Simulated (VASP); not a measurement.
Crystal: SnO.

```
Sn O
1.0
     3.73584    0.00000    0.00000
     0.00000    3.73584    0.00000
     0.00000    0.00000    4.78715
Sn O
2 2
Direct
  0.50000 0.00000 0.76463
  0.00000 0.50000 0.23537
  0.00000 0.00000 0.00000
  0.50000 0.50000 0.00000
```

Base run:

```yaml
Program: VASP 6.6.1
Functional: revPBE
Potentials_or_basis: VASP PAW PBE potentials, release 64 (Sn_d, O)
Cutoff: 520 eV
k_mesh: 7 × 7 × 6
Occupations: fermi-dirac, width 0.05 eV
Spin: no spin polarisation
```

Its results: band gap on the k mesh 0.14 eV (least direct gap 2.04 eV); pressure 13.0 GPa; largest force 1.571 eV/Å.

Question: The run is repeated on the same cell with these changes: cutoff from 520 eV to 600 eV; dispersion from none to D4. What comes out?

Answer: Band gap on the k mesh 0.14 eV (least direct gap 2.04 eV); pressure 8.5 GPa; largest force 1.599 eV/Å.

Caveats: the cell stands under pressure; the PAW data sets were made with another functional, which shifts forces and pressure a little; spin-orbit coupling is left out, which moves the levels of the heavy elements; an odd mesh through Γ misses points on the zone boundary, where band edges can lie.
